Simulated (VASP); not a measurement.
Tc:

```
Tc
1.0
     2.74000    0.00000    0.00000
    -1.37000    2.37291    0.00000
     0.00000    0.00000    4.39800
Tc
2
Direct
  0.33333 0.66667 0.25000
  0.66667 0.33333 0.75000
```

| Property | Result |
| --- | --- |
| Program | VASP 6.6.1 |
| Task | relaxation of cell and atoms |
| Functional | LDA |
| Potentials or basis | VASP PAW LDA potentials, release 64 (Tc_pv) |
| Cutoff | 600 eV |
| k mesh | 19 × 19 × 11 |
| Occupations | fermi-dirac, width 0.05 eV |
| Spin | no spin polarisation |

At the start: pressure -11.6 GPa; volume 14.30 Å³/atom.

Problem. How do energy, volume and symmetry change on relaxing?

Solution. Over 7 steps the energy falls by 19.5 meV/atom and the volume is 13.77 Å³/atom (-3.7 %); space group P6_3/mmc (No. 194, to 0.05 Å).

The path:
```tsv
step	energy change (eV)	largest force (eV/Å)	pressure (GPa)	volume (Å³)
1	0.0000	0.0000	-11.60	28.59
2	0.4035	0.0000	51.70	24.52
3	-0.0388	0.0000	-0.61	27.61
4	-0.0389	0.0000	-0.05	27.57
5	-0.0389	0.0000	0.19	27.55
6	-0.0389	0.0000	0.18	27.55
7	-0.0390	0.0000	0.18	27.55
```

Final structure:
```
Tc
1.0
     2.70977    0.00000    0.00000
    -1.35488    2.34673    0.00000
     0.00000    0.00000    4.33218
Tc
2
Direct
  0.33333 0.66667 0.25000
  0.66667 0.33333 0.75000
```
